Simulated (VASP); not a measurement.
# RuS (Pm-3m) in VASP: notebook

The runs below take RuS through single point, with LDA+U.

Program: VASP 6.6.1. These are calculated values, not measurements. Logs are shortened: lines on timing, memory, paths and dates and some standing lists are left out, and cuts for length are marked.

## (1) The cell of the first run

It takes space group Pm-3m (No. 221, cubic). The conventional cell has a = 3.032 Å, b = 3.032 Å, c = 3.032 Å, α = 90.00°, β = 90.00°, γ = 90.00°. Ru (site symmetry m-3m) has 8 S at 2.63 Å and 6 Ru at 3.03 Å within 3.5 Å. Within 3.5 Å of S (site symmetry m-3m) lie 8 Ru at 2.63 Å and 6 S at 3.03 Å.

## (2) Single point, LDA+U, collinear spin

The input, INCAR:

```
PREC = Accurate
ENCUT = 560
EDIFF = 1E-6
ISMEAR = 0
SIGMA = 0.05
LREAL = False
LASPH = True
NELM = 200
ALGO = Normal
ISIF = 2
LWAVE = False
LCHARG = False
ISPIN = 2
MAGMOM = 0.05 -0.05 0 0
LORBIT = 11
LMAXMIX = 4
LDAU = True
LDAUTYPE = 2
LDAUL = 2 -1
LDAUU = 3 0
LDAUJ = 0 0
LDAUPRINT = 1
NBANDS = 34
GGA_COMPAT = False
```

The input, KPOINTS:

```
regular mesh
0
Gamma
  6 6 6
```

The input, POSCAR:

```
RuS
1.0
    3.0319028300      0.0000000000      0.0000000000
    0.0000000000      3.0319028300      3.0319028300
    0.0000000000      0.0000000000      6.0638056600
Ru S
2 2
Direct
    0.0000000000      0.0000000000      0.0000000000
    0.0000000000      0.0000000000      0.5000000000
    0.5000000000      0.5000000000      0.0000000000
    0.5000000000      0.5000000000      0.5000000000
```

Potentials or basis: VASP PAW LDA potentials, release 64 (Ru_sv, S).

Command:

```
> cat potpaw_LDA.64/Ru_sv/POTCAR potpaw_LDA.64/S/POTCAR > POTCAR
> mpirun -np 1 vasp_std > vasp.out
```

OUTCAR:

```text
PREC = Accurate
   ENCUT = 560
   EDIFF = 1E-6
   ISMEAR = 0
   LREAL = False
   LASPH = True
   NELM = 200
   ISIF = 2
   ISPIN = 2
   LORBIT = 11

 ion  position               nearest neighbor table
   1  0.000  0.000  0.000-   3 2.63   4 2.63   3 2.63   4 2.63   3 2.63   4 2.63   3 2.63   4 2.63

   2  0.000  0.000  0.500-   4 2.63   3 2.63   3 2.63   4 2.63   4 2.63   3 2.63   3 2.63   4 2.63

   3  0.500  0.500  0.000-   1 2.63   2 2.63   1 2.63   2 2.63   1 2.63   2 2.63   1 2.63   2 2.63

   4  0.500  0.500  0.500-   2 2.63   1 2.63   1 2.63   2 2.63   2 2.63   1 2.63   1 2.63   2 2.63

  LATTYP: Found a simple tetragonal cell.
 ALAT       =     4.2877581020
 C/A-ratio  =     0.7071067812

  Lattice vectors:

 A1 = (   0.0000000000,   3.0319028300,  -3.0319028300)
 A2 = (   0.0000000000,   3.0319028300,   3.0319028300)
 A3 = (   3.0319028300,   0.0000000000,   0.0000000000)

Analysis of symmetry for initial positions (statically):
=====================================================================
 Subroutine PRICEL returns following result:

  LATTYP: Found a simple cubic cell.
 ALAT       =     3.0319028300
[... 12 lines left out ...]
 Subroutine GETGRP returns: Found 16 space group operations
 (whereof 16 operations were pure point group operations)
 out of a pool of 16 trial point group operations.

The static configuration has the point symmetry D_4h.

Analysis of symmetry for dynamics (positions and initial velocities):
=====================================================================
 Subroutine PRICEL returns following result:

  LATTYP: Found a simple cubic cell.
 ALAT       =     3.0319028300
[... 12 lines left out ...]
 Subroutine GETGRP returns: Found 16 space group operations
 (whereof 16 operations were pure point group operations)
 out of a pool of 16 trial point group operations.

The dynamic configuration has the point symmetry D_4h.

Analysis of structural, dynamic, and magnetic symmetry:
=====================================================================
 Subroutine PRICEL returns following result:

  LATTYP: Found a simple cubic cell.
 ALAT       =     3.0319028300
[... 12 lines left out ...]
 Subroutine GETGRP returns: Found 16 space group operations
 (whereof 16 operations were pure point group operations)
 out of a pool of 16 trial point group operations.

The overall configuration has the point symmetry D_4h.

 Subroutine INISYM returns: Found 16 space group operations
 (whereof 16 operations are pure point group operations),
 and found     2 'primitive' translations

----------------------------------------------------------------------------------------

                                     Primitive cell

  volume of cell :      27.8706

  direct lattice vectors                    reciprocal lattice vectors
     3.031902830  0.000000000  0.000000000     0.329825874  0.000000000  0.000000000
     0.000000000  3.031902830  0.000000000     0.000000000  0.329825874  0.000000000
     0.000000000  0.000000000  3.031902830     0.000000000  0.000000000  0.329825874

  length of vectors
     3.031902830  3.031902830  3.031902830     0.329825874  0.329825874  0.329825874

[... 136 lines left out ...]

spin component  2

  0.5569  0.0000  0.0000 -0.0000  0.0000
  0.0000  0.5610  0.0000 -0.0000 -0.0000
  0.0000  0.0000  0.5094  0.0000 -0.0203
 -0.0000 -0.0000  0.0000  0.5569  0.0000
  0.0000 -0.0000 -0.0203  0.0000  0.5328

 occupancies and eigenvectors

  o =  0.4977  v =  0.0000  0.0000  0.0000  0.0000  0.0000  0.0000  0.0000  0.8660  0.0000  0.5000      0.0000  0.0000  0.0000  0.0000  0.0000  0.0000  0.0000  0.0000  0.0000  0.0000
  o =  0.5233  v =  0.0000  0.0000  0.5000 -0.0000 -0.8660  0.0000  0.0000  0.0000  0.0000  0.0000      0.0000  0.0000  0.0000  0.0000  0.0000  0.0000  0.0000  0.0000  0.0000  0.0000
  o =  0.5445  v =  0.0000  0.0000  0.0000  0.0000  0.0000  0.0000 -0.0000 -0.5000  0.0000  0.8660      0.0000  0.0000  0.0000  0.0000  0.0000  0.0000  0.0000  0.0000  0.0000  0.0000
  o =  0.5569  v =  0.0000  0.0000  0.0000  0.0000  0.0000  0.0000  0.0000  0.0000  1.0000 -0.0000      0.0000  0.0000  0.0000  0.0000  0.0000  0.0000  0.0000  0.0000  0.0000  0.0000
  o =  0.5569  v =  0.0000  0.0000  0.0000  0.0000  0.0000  1.0000  0.0000  0.0000  0.0000  0.0000      0.0000  0.0000  0.0000  0.0000  0.0000  0.0000  0.0000  0.0000  0.0000  0.0000
  o =  0.5600  v =  0.0000 -0.0000  0.0000 -1.0000  0.0000  0.0000  0.0000  0.0000  0.0000  0.0000      0.0000  0.0000  0.0000  0.0000  0.0000  0.0000  0.0000  0.0000  0.0000  0.0000
  o =  0.5600  v =  1.0000  0.0000  0.0000  0.0000  0.0000  0.0000  0.0000  0.0000  0.0000  0.0000      0.0000  0.0000  0.0000  0.0000  0.0000  0.0000  0.0000  0.0000  0.0000  0.0000
  o =  0.5610  v =  0.0000  0.0000  0.0000  0.0000  0.0000  0.0000  1.0000 -0.0000 -0.0000  0.0000      0.0000  0.0000  0.0000  0.0000  0.0000  0.0000  0.0000  0.0000  0.0000  0.0000
  o =  0.5649  v =  0.0000 -0.0000  0.8660  0.0000  0.5000  0.0000  0.0000  0.0000  0.0000  0.0000      0.0000  0.0000  0.0000  0.0000  0.0000  0.0000  0.0000  0.0000  0.0000  0.0000
  o =  0.5666  v =  0.0000 -1.0000 -0.0000  0.0000 -0.0000  0.0000  0.0000  0.0000  0.0000  0.0000      0.0000  0.0000  0.0000  0.0000  0.0000  0.0000  0.0000  0.0000  0.0000  0.0000

atom =   2  type =  1  l = 2

 onsite density matrix

spin component  1

  0.5569  0.0000  0.0000  0.0000  0.0000
  0.0000  0.5610 -0.0000  0.0000 -0.0000
  0.0000 -0.0000  0.5094  0.0000 -0.0203
  0.0000  0.0000  0.0000  0.5569  0.0000
  0.0000 -0.0000 -0.0203  0.0000  0.5328

spin component  2

  0.5600  0.0000 -0.0000  0.0000  0.0000
  0.0000  0.5666 -0.0000  0.0000 -0.0000
 -0.0000 -0.0000  0.5545  0.0000  0.0180
  0.0000  0.0000  0.0000  0.5600  0.0000
  0.0000 -0.0000  0.0180  0.0000  0.5337

 occupancies and eigenvectors

  o =  0.4977  v =  0.0000 -0.0000  0.8660  0.0000  0.5000  0.0000  0.0000  0.0000  0.0000  0.0000      0.0000  0.0000  0.0000  0.0000  0.0000  0.0000  0.0000  0.0000  0.0000  0.0000
  o =  0.5233  v =  0.0000  0.0000  0.0000  0.0000  0.0000  0.0000 -0.0000  0.5000  0.0000 -0.8660      0.0000  0.0000  0.0000  0.0000  0.0000  0.0000  0.0000  0.0000  0.0000  0.0000
  o =  0.5445  v =  0.0000 -0.0000  0.5000  0.0000 -0.8660  0.0000  0.0000  0.0000  0.0000  0.0000      0.0000  0.0000  0.0000  0.0000  0.0000  0.0000  0.0000  0.0000  0.0000  0.0000
  o =  0.5569  v =  1.0000  0.0000  0.0000  0.0000  0.0000  0.0000  0.0000  0.0000  0.0000  0.0000      0.0000  0.0000  0.0000  0.0000  0.0000  0.0000  0.0000  0.0000  0.0000  0.0000
  o =  0.5569  v =  0.0000 -0.0000  0.0000 -1.0000 -0.0000  0.0000  0.0000  0.0000  0.0000  0.0000      0.0000  0.0000  0.0000  0.0000  0.0000  0.0000  0.0000  0.0000  0.0000  0.0000
  o =  0.5600  v =  0.0000  0.0000  0.0000  0.0000  0.0000  1.0000  0.0000  0.0000  0.0000  0.0000      0.0000  0.0000  0.0000  0.0000  0.0000  0.0000  0.0000  0.0000  0.0000  0.0000
  o =  0.5600  v =  0.0000  0.0000  0.0000  0.0000  0.0000  0.0000  0.0000 -0.0000 -1.0000 -0.0000      0.0000  0.0000  0.0000  0.0000  0.0000  0.0000  0.0000  0.0000  0.0000  0.0000
  o =  0.5610  v =  0.0000  1.0000  0.0000 -0.0000 -0.0000  0.0000  0.0000  0.0000  0.0000  0.0000      0.0000  0.0000  0.0000  0.0000  0.0000  0.0000  0.0000  0.0000  0.0000  0.0000
  o =  0.5649  v =  0.0000  0.0000  0.0000  0.0000  0.0000  0.0000 -0.0000  0.8660 -0.0000  0.5000      0.0000  0.0000  0.0000  0.0000  0.0000  0.0000  0.0000  0.0000  0.0000  0.0000
  o =  0.5666  v =  0.0000  0.0000  0.0000  0.0000  0.0000  0.0000  1.0000  0.0000  0.0000  0.0000      0.0000  0.0000  0.0000  0.0000  0.0000  0.0000  0.0000  0.0000  0.0000  0.0000

 number of electron      44.0000006 magnetization       0.0000000

 Free energy of the ion-electron system (eV)
  ---------------------------------------------------
  ext. energy  EPLUGINS =         0.00000000
  ---------------------------------------------------
  free energy    TOTEN  =       -22.79303366 eV

  energy without entropy =      -22.78968203  energy(sigma->0) =      -22.79135785

 E-fermi :  12.3845     XC(G=0): -13.1305

 val. band max:       12.3763176682   @ k =   0.0000   0.3333   0.1667
 cond. band min:      12.3975102243   @ k =   0.1667   0.0000   0.3333
 fundamental gap:      0.0211925562
 Fermi energy:        12.3845346252

 spin component 1

 k-point     1 :       0.0000    0.0000    0.0000
  band No.  band energies     occupation
      1     -60.0017      1.00000
      2     -59.9539      1.00000
      3     -30.3087      1.00000
      4     -30.3087      1.00000
      5     -30.1519      1.00000
      6     -30.1391      1.00000
[... 1769 lines left out ...]
     33      22.3373      0.00000
     34      25.8420      0.00000

 [... further k-points ...]

------------------------ aborting loop because EDIFF is reached ----------------------------------------

  FORCE on cell =-STRESS in cart. coord.  units (eV):
  Direction    XX          YY          ZZ          XY          YZ          ZX
  --------------------------------------------------------------------------------------
  -------------------------------------------------------------------------------------
  Total       -6.9094805     -6.7036810     -6.7036810      0.0000000      0.0000000      0.0000000
  in kB     -198.6004119   -192.6850812   -192.6850812      0.0000000      0.0000000      0.0000000
  external PRESSURE =    -194.6568581 kB  Pullay stress =       0.0000000 kB

 VOLUME and BASIS-vectors are now :
 -----------------------------------------------------------------------------
  energy-cutoff  :      560.00
  volume of cell :       55.74
      direct lattice vectors                 reciprocal lattice vectors
     3.031902830  0.000000000  0.000000000     0.329825874  0.000000000  0.000000000
     0.000000000  3.031902830  3.031902830     0.000000000  0.329825874  0.000000000
     0.000000000  0.000000000  6.063805660     0.000000000 -0.164912937  0.164912937

 POSITION                                       TOTAL-FORCE (eV/Angst)
 -----------------------------------------------------------------------------------
      0.00000      0.00000      0.00000        -0.000000      0.000000     -0.000000
      0.00000      0.00000      3.03190        -0.000000      0.000000      0.000000
      1.51595      1.51595      1.51595         0.000000     -0.000000      0.000000
      1.51595      1.51595      4.54785         0.000000     -0.000000      0.000000
 -----------------------------------------------------------------------------------
    total drift:                               -0.000000      0.000000      0.000000

  FREE ENERGIE OF THE ION-ELECTRON SYSTEM (eV)
  ---------------------------------------------------
  free  energy   TOTEN  =       -22.7930336606 eV

  energy  without entropy=      -22.7896820295  energy(sigma->0) =      -22.79135785

 total charge

# of ion       s       p       d       tot
------------------------------------------
    1        2.129   6.031   5.439  13.599
    2        2.129   6.031   5.439  13.599
    3        1.399   2.137   0.000   3.536
    4        1.399   2.137   0.000   3.536
--------------------------------------------------
tot          7.056  16.337  10.878  34.271

 magnetization (x)

# of ion       s       p       d       tot
------------------------------------------
    1        0.000   0.001   0.057   0.058
    2       -0.000  -0.001  -0.057  -0.058
    3        0.000   0.000   0.000   0.000
    4        0.000   0.000   0.000   0.000
--------------------------------------------------
tot          0.000   0.000   0.000   0.000
```

It took 4.6 min on 1 thread of AMD EPYC 7R43 (Zen 3), shared host; peak memory 0.22 GiB.

Results:

```yaml
Free_energy: -22.7930 eV
Pressure: -19.5 GPa
Band_gap_on_the_k_mesh: zero (filled and empty bands overlap)
Net_moment: 0.00 μB per cell
Site_moments: Ru +0.06, -0.06; S +0.00 μB
Valence_electrons_inside_the_program's_atomic_spheres: Ru 13.60; S 3.54
```

Stress tensor (GPa, compression positive):
```
-19.86   0.00   0.00
  0.00 -19.27   0.00
  0.00   0.00 -19.27
```

Levels at points of the mesh, in eV from the Fermi level:
Spin up:
```
           k point  band 20  band 21  band 22  band 23  band 24  band 25
(0.00, 0.00, 0.00)    -2.13    -0.96    -0.94    -0.94    -0.89    -0.73
(0.50, 0.00, 0.00)     0.49     0.50     2.63     2.63     2.77     2.78
(0.00, 0.50, 0.00)    -0.65     0.19     0.40     2.62     2.64     2.64
(0.50, 0.50, 0.00)    -2.20    -0.90    -0.90    -0.74    -0.73     0.35
(0.00, 0.00, 0.50)    -1.59    -0.79    -0.59    -0.21    -0.18     1.50
(0.50, 0.00, 0.50)    -2.09    -1.52    -1.48     0.52     0.55     2.57
```
Spin down:
```tsv
k point	band 19	band 20	band 21	band 22	band 23	band 24	band 25	band 26
(0.00, 0.00, 0.00)	-2.14	-2.13	-0.96	-0.94	-0.94	-0.89	-0.73	0.42
(0.50, 0.00, 0.00)	0.28	0.49	0.50	2.63	2.63	2.77	2.78	2.78
(0.00, 0.50, 0.00)	-0.65	-0.65	0.19	0.40	2.62	2.64	2.64	2.64
(0.50, 0.50, 0.00)	-2.21	-2.20	-0.90	-0.90	-0.74	-0.73	0.35	0.47
(0.00, 0.00, 0.50)	-1.62	-1.59	-0.79	-0.59	-0.21	-0.18	1.50	1.53
(0.50, 0.00, 0.50)	-2.11	-2.09	-1.52	-1.48	0.52	0.55	2.57	2.59
```

Eigenvalues of the final occupation matrices:
```
    site  spin  trace               eigenvalues
site 1 d     1   2.77  0.52 0.56 0.56 0.56 0.57
site 1 d     2   2.72  0.50 0.54 0.56 0.56 0.56
site 2 d     1   2.72  0.50 0.54 0.56 0.56 0.56
site 2 d     2   2.77  0.52 0.56 0.56 0.56 0.57
```

Caveat: the cell stands under tension.

## (3) Single point, LDA+U, collinear spin, zero start

The input, INCAR:

```
ALGO = Normal ; EDIFF = 1E-6
ENCUT = 560 ; GGA_COMPAT = F
ISIF = 2 ; ISMEAR = 0
ISPIN = 2 ; LASPH = T
LCHARG = T ; LDAU = T
LDAUJ = 0 0 ; LDAUL = 2 -1
LDAUPRINT = 1 ; LDAUTYPE = 2
LDAUU = 3 0 ; LELF = T
LMAXMIX = 4 ; LORBIT = 11
LREAL = F ; LVHAR = T
LWAVE = F ; MAGMOM = 0 0 0 0
NBANDS = 34 ; NELM = 200
NUPDOWN = 0.0 ; PREC = Accurate
SIGMA = 0.05
```

The input, KPOINTS:

```
k-points
0
Gamma
  6 6 6
```

POSCAR is that of step 2.

Potentials or basis: VASP PAW LDA potentials, release 64 (Ru_sv, S).

Command:

```
> cat potpaw_LDA.64/Ru_sv/POTCAR potpaw_LDA.64/S/POTCAR > POTCAR
> mpirun -np 1 vasp_std > vasp.out
```

Wall time 2.1 min (1 thread of Intel Xeon Platinum 8259CL at 2.50GHz (Skylake/Cascade Lake), shared host); peak memory 0.25 GiB.

Results (log left out):

```
Free energy                                           : -22.7916 eV
Pressure                                              : -19.5 GPa
Net moment                                            : 0.00 μB per cell
Valence electrons inside the program's atomic spheres : Ru 13.60; S 3.54
```

Stress tensor (GPa, compression positive):
```
-19.93   0.00   0.00
  0.00 -19.29   0.00
  0.00   0.00 -19.29
```

Eigenvalues of the final occupation matrices:
| site | spin | trace | eigenvalues |
| --- | --- | --- | --- |
| site 1 d | 1 | 2.75 | 0.53 0.53 0.56 0.56 0.56 |
| site 1 d | 2 | 2.75 | 0.53 0.53 0.56 0.56 0.56 |
| site 2 d | 1 | 2.75 | 0.53 0.53 0.56 0.56 0.56 |
| site 2 d | 2 | 2.75 | 0.53 0.53 0.56 0.56 0.56 |

Caveat: the cell stands under tension; the total moment is fixed, so each spin has its own Fermi level.

The gap in the log of VASP goes by the Fermi energy; the results here count the filled bands.